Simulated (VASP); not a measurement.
A run of VASP 6.6.1:

The input INCAR:

```
SYSTEM = TiO2
PREC     = Accurate       ! precision mode
ENCUT    = 600            ! plane-wave cutoff, eV
EDIFF    = 1E-6           ! SCF threshold, eV
ISMEAR   = 0              ! smearing method
SIGMA    = 0.02           ! smearing width, eV
LREAL    = .FALSE.        ! projectors in reciprocal space
LASPH    = .TRUE.         ! aspherical terms in the spheres
NELM     = 120            ! most SCF steps
ALGO     = Normal         ! electronic algorithm
ISIF     = 2              ! what is computed and relaxed
LWAVE    = .FALSE.        ! write WAVECAR
LCHARG   = .FALSE.        ! write CHGCAR
GGA      = PE             ! functional
NBANDS   = 33             ! bands
GGA_COMPAT= .FALSE.
```

The input KPOINTS:

```
regular mesh
0
G
  10 10 10
  0 0 0
```

Contents of POSCAR:

```
TiO2
1.0
   -1.8921000000      1.8921000000      4.7573000000
    1.8921000000     -1.8921000000      4.7573000000
    1.8921000000      1.8921000000     -4.7573000000
Ti O
2 4
Direct
    0.0000000000      0.0000000000      0.0000000000
    0.7500000000      0.2500000000      0.5000000000
    0.2087868620      0.2087868620      0.0000000000
    0.9587868620      0.4587868620      0.5000000000
    0.5412131380      0.0412131380      0.5000000000
    0.7912131380      0.7912131380      0.0000000000
```

Potentials or basis: VASP PAW PBE potentials, release 64 (Ti_sv, O).

The run is started by

```console
$ cat potpaw_PBE.64/Ti_sv/POTCAR potpaw_PBE.64/O/POTCAR > POTCAR
$ mpirun -np 1 vasp_std > vasp.out
```

Hardware: 1 thread of Oxide Virtual Turin-like Processor, on a shared host.

Estimate the wall time of this run.

It took 15 min on 1 thread of Oxide Virtual Turin-like Processor (shared host), peak memory 0.43 GiB. Counts: scf iterations 16, k points 102.
